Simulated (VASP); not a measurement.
# TiO2 (I4_1/amd) in VASP: further runs, part 2 of 2

VASP 6.6.1. Earlier steps stand in the parts before.

## 3. Electric field gradients, PBE (11.47 Å³/atom)

This run uses another cell than the first one, of 11.47 Å³/atom.

Input file INCAR:

```
  ALGO = Normal
  EDIFF = 1E-8
  ENCUT = 520
  GGA = PE
  ISIF = 2
  ISMEAR = -1
  LASPH = True
  LCHARG = False
  LEFG = True
  LREAL = False
  LWAVE = False
  NBANDS = 33
  NELM = 60
  PREC = Accurate
  SIGMA = 0.08
```

Input file KPOINTS:

```
k-points
0
Gamma
  13 13 13
```

Input file POSCAR:

```
TiO2
1.0
   -1.8987874216      1.8987874216      4.7728041028
    1.8987874216     -1.8987874216      4.7728041028
    1.8987874216      1.8987874216     -4.7728041028
Ti O
2 4
Direct
    0.0000000000      0.0000000000      0.0000000000
    0.7500000000      0.2500000000      0.5000000000
    0.2066000000      0.2066000000      0.0000000000
    0.9566000000      0.4566000000      0.5000000000
    0.5434000000      0.0434000000      0.5000000000
    0.7934000000      0.7934000000      0.0000000000
```

Potentials or basis: VASP PAW PBE potentials, release 64 (Ti_sv, O).

Started as:

```console
$ cat potpaw_PBE.64/Ti_sv/POTCAR potpaw_PBE.64/O/POTCAR > POTCAR
$ mpirun -np 1 vasp_std > vasp.out
```

OUTCAR:

```text
EDIFF = 1E-8
   ENCUT = 520
   GGA = PE
   ISIF = 2
   ISMEAR = -1
   LASPH = True
   LREAL = False
   NELM = 60
   PREC = Accurate

 ion  position               nearest neighbor table
   1  0.000  0.000  0.000-   5 1.94   4 1.94   5 1.94   4 1.94   3 1.97   6 1.97
   2  0.750  0.250  0.500-   6 1.94   3 1.94   6 1.94   3 1.94   4 1.97   5 1.97
   3  0.207  0.207  0.000-   2 1.94   2 1.94   1 1.97
   4  0.957  0.457  0.500-   1 1.94   1 1.94   2 1.97
   5  0.543  0.043  0.500-   1 1.94   1 1.94   2 1.97
   6  0.793  0.793  0.000-   2 1.94   2 1.94   1 1.97

  LATTYP: Found a body centered tetragonal cell.
 ALAT       =     3.7975748432
 C/A-ratio  =     2.5136063408

  Lattice vectors:

 A1 = (  -1.8987874216,   1.8987874216,   4.7728041028)
 A2 = (   1.8987874216,  -1.8987874216,   4.7728041028)
 A3 = (   1.8987874216,   1.8987874216,  -4.7728041028)

Analysis of symmetry for initial positions (statically):
=====================================================================
 Subroutine PRICEL returns:
 Original cell was already a primitive cell.

 Routine SETGRP: Setting up the symmetry group for a
 body centered tetragonal supercell.

 Subroutine GETGRP returns: Found 16 space group operations
 (whereof  8 operations were pure point group operations)
 out of a pool of 16 trial point group operations.

The static configuration has the point symmetry D_2d.
 The point group associated with its full space group is D_4h.

Analysis of symmetry for dynamics (positions and initial velocities):
=====================================================================
 Subroutine PRICEL returns:
 Original cell was already a primitive cell.

 Routine SETGRP: Setting up the symmetry group for a
 body centered tetragonal supercell.

 Subroutine GETGRP returns: Found 16 space group operations
 (whereof  8 operations were pure point group operations)
 out of a pool of 16 trial point group operations.

The dynamic configuration has the point symmetry D_2d.
 The point group associated with its full space group is D_4h.

 Subroutine INISYM returns: Found 16 space group operations
 (whereof  8 operations are pure point group operations),
 and found     1 'primitive' translations

----------------------------------------------------------------------------------------

                                     Primitive cell

  volume of cell :      68.8314

  direct lattice vectors                    reciprocal lattice vectors
    -1.898787422  1.898787422  4.772804103     0.000000000  0.263325949  0.104760218
     1.898787422 -1.898787422  4.772804103     0.263325949  0.000000000  0.104760218
     1.898787422  1.898787422 -4.772804103     0.263325949  0.263325949  0.000000000

  length of vectors
     5.476353381  5.476353381  5.476353381     0.283399469  0.283399469  0.372399129

  position of ions in fractional coordinates (direct lattice)
     0.000000000  0.000000000  0.000000000
     0.750000000  0.250000000  0.500000000
     0.206600000  0.206600000  0.000000000
[... 107 lines left out ...]
  Thomas-Fermi vector in A             =   2.569215
   LORBIT       =      0    0 simple, 1 ext, 2 COOP (PROOUT), +10 PAW based schemes
   GGA     = PE    functional components
   LHFCALC =     F    Hartree Fock is set to
   AEXX    =    0.0000 exact exchange contribution
   IVDW    =     0    specifies the selected vdW correction
   LEPSILON=     F    determine dielectric tensor
   LRPA    =     F    only Hartree local field effects (RPA)
 non-spin polarized calculation
  energy-cutoff  :      520.00
  volume of cell :       68.83
 maximum number of plane-waves:      1873
 NGX is ok and might be reduce to    42
   NGX = 21   NGY = 21   NGZ = 21

 number of electron      47.9999999 magnetization

 Free energy of the ion-electron system (eV)
  ---------------------------------------------------
  ext. energy  EPLUGINS =         0.00000000
  ---------------------------------------------------
  free energy    TOTEN  =       -53.83724608 eV

  energy without entropy =      -53.83724594  energy(sigma->0) =      -53.83724601

 E-fermi :   4.4396     XC(G=0): -10.6761

 val. band max:        3.2693554241   @ k =  -0.4615   0.4615   0.0000
 cond. band min:       5.4015063323   @ k =   0.0000   0.0000   0.0000
 fundamental gap:      2.1321509082
 Fermi energy:         4.4395966333

 k-point     1 :       0.0000    0.0000    0.0000
  band No.  band energies     occupation
      1     -53.1099      2.00000
      2     -53.0515      2.00000
      3     -29.5717      2.00000
      4     -29.3304      2.00000
      5     -29.3304      2.00000
      6     -29.2604      2.00000
[... 853 lines left out ...]
     32       9.8347      0.00000
     33       9.9194      0.00000

 [... further k-points ...]

------------------------ aborting loop because EDIFF is reached ----------------------------------------

  FORCE on cell =-STRESS in cart. coord.  units (eV):
  Direction    XX          YY          ZZ          XY          YZ          ZX
  --------------------------------------------------------------------------------------
  -------------------------------------------------------------------------------------
  Total        1.3283390      1.3283390      3.0029179      0.0000000      0.0000000      0.0000000
  in kB       30.9195525     30.9195525     69.8984823      0.0000000      0.0000000      0.0000000
  external PRESSURE =      43.9125291 kB  Pullay stress =       0.0000000 kB

 VOLUME and BASIS-vectors are now :
 -----------------------------------------------------------------------------
  energy-cutoff  :      520.00
  volume of cell :       68.83
      direct lattice vectors                 reciprocal lattice vectors
    -1.898787422  1.898787422  4.772804103     0.000000000  0.263325949  0.104760218
     1.898787422 -1.898787422  4.772804103     0.263325949  0.000000000  0.104760218
     1.898787422  1.898787422 -4.772804103     0.263325949  0.263325949  0.000000000

 POSITION                                       TOTAL-FORCE (eV/Angst)
 -----------------------------------------------------------------------------------
      0.00000      0.00000      0.00000        -0.000000     -0.000000     -0.000000
     -0.00000      1.89879      2.38640        -0.000000     -0.000000     -0.000000
      0.00000      0.00000      1.97212         0.000000     -0.000000      0.294046
      0.00000      1.89879      4.35852        -0.000000      0.000000      0.294046
      0.00000      1.89879      0.41428        -0.000000      0.000000     -0.294046
      0.00000      0.00000      7.57349         0.000000     -0.000000     -0.294046
 -----------------------------------------------------------------------------------
    total drift:                               -0.000000     -0.000000     -0.000000

  FREE ENERGIE OF THE ION-ELECTRON SYSTEM (eV)
  ---------------------------------------------------
  free  energy   TOTEN  =       -53.8372460846 eV

  energy  without entropy=      -53.8372459376  energy(sigma->0) =      -53.83724601

 Electric field gradients (V/A^2)
---------------------------------------------------------------------
 ion       V_xx      V_yy      V_zz      V_xy      V_xz      V_yz
---------------------------------------------------------------------
   1       0.918     0.918    -1.836    -0.001     0.000     0.000
   2       0.918     0.918    -1.836    -0.001     0.000     0.000
   3      -9.201    17.720    -8.519    -0.000    -0.001    -0.001
   4      17.720    -9.201    -8.519    -0.000    -0.001    -0.001
   5      -9.201    17.720    -8.519    -0.000    -0.001    -0.001
   6      17.720    -9.201    -8.519    -0.000    -0.001    -0.001
---------------------------------------------------------------------

 Electric field gradients after diagonalization (V/A^2)
 (convention: |V_zz| > |V_xx| > |V_yy|)
----------------------------------------------------------------------
 ion       V_xx      V_yy      V_zz     asymmetry (V_yy - V_xx)/ V_zz
----------------------------------------------------------------------
   1       0.919     0.918    -1.836       0.001
   2       0.919     0.918    -1.836       0.001
   3      -9.201    -8.519    17.720       0.038
   4      -9.201    -8.519    17.720       0.038
   5      -9.201    -8.519    17.720       0.038
   6      -9.201    -8.519    17.720       0.038
----------------------------------------------------------------------

           NMR quadrupolar parameters

 Cq : quadrupolar parameter    Cq=e*Q*V_zz/h
 eta: asymmetry parameters     (V_yy - V_xx)/ V_zz
 Q  : nuclear electric quadrupole moment in mb (millibarn)
----------------------------------------------------------------------
 ion       Cq(MHz)       eta       Q (mb)
----------------------------------------------------------------------
   1      -0.004       0.001       1.000
   2      -0.004       0.001       1.000
   3       0.043       0.038       1.000
   4       0.043       0.038       1.000
   5       0.043       0.038       1.000
   6       0.043       0.038       1.000
----------------------------------------------------------------------
```

It took 24 min on 1 thread of Intel Xeon 8259CL, shared host; peak memory 0.51 GiB.

What came out:

| Quantity | Value |
| --- | --- |
| Free energy | -53.8372 eV |
| Pressure | 4.4 GPa |
| Largest force | 0.294 eV/Å |
| Band gap on the k mesh | 2.13 eV (least direct gap 2.43 eV) |
| Largest electric field gradient by atom | Ti -1.8; O +17.7 V/Å² |

Forces in eV/Å, atoms in the order of the input:
```
Ti   0.000  0.000  0.000
Ti   0.000  0.000  0.000
O    0.000  0.000  0.294
O    0.000  0.000  0.294
O    0.000  0.000 -0.294
O    0.000  0.000 -0.294
```

Levels at points of the mesh, in eV from the valence-band top:
```csv
k point,band 22,band 23,band 24,band 25,band 26,band 27
"(0.00, 0.00, 0.00)",-0.71,-0.42,-0.42,2.13,2.86,4.05
```

Electric field gradients, principal values (V/Å²):
```
atom   least  middle  greatest (by size)
1 Ti   0.918   0.919              -1.836
2 Ti   0.918   0.919              -1.836
 3 O  -8.519  -9.201              17.720
 4 O  -8.519  -9.201              17.720
 5 O  -8.519  -9.201              17.720
 6 O  -8.519  -9.201              17.720
```

Caveat: the cell stands under pressure; without QUAD_EFG the Cq values of the log hold for a quadrupole moment of 1 mb, not for the nuclei; an odd mesh through Γ misses points on the zone boundary, where band edges can lie.
